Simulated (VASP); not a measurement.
Si, 2 atoms in the cell. It takes space group Imma (No. 74, orthorhombic). Conventional cell: a = 4.802 Å, b = 4.802 Å, c = 2.645 Å, α = 90.00°, β = 90.00°, γ = 90.00°. Si (site symmetry mm2) has 8 Si at 2.41 to 2.85 Å within 3.2 Å.  This cell differs from its parent crystal: atoms displaced along a vibrational mode.

| Quantity | Value |
| --- | --- |
| Program | VASP 6.6.1 |
| Task | single point |
| Functional | r2SCAN |
| Potentials or basis | VASP PAW PBE potentials, release 64 (Si) |
| Cutoff | 520 eV |
| k mesh | 26 × 26 × 26 |
| Occupations | gaussian, width 0.15 eV |
| Spin | no spin polarisation |
| Dipole correction | no |
| Further INCAR settings | ALGO = Normal; EDIFF = 1e-07; NBANDS = 11 |

Potentials or basis: VASP PAW PBE potentials, release 64 (Si).

Command:

```sh
$ cat potpaw_PBE.64/Si/POTCAR > POTCAR
$ cp INCAR.step1 INCAR
$ mpirun -np 1 vasp_std > vasp.out
$ cp INCAR.step2 INCAR
$ mpirun -np 1 vasp_std > vasp.out
```

Hardware: 1 thread of Oxide Virtual Turin-like Processor, on a shared host.

How long does it take, and how much memory?

Run time: 100 min on 1 thread of Oxide Virtual Turin-like Processor, on a shared host, peak memory 0.67 GiB. Counts: k points 2471.
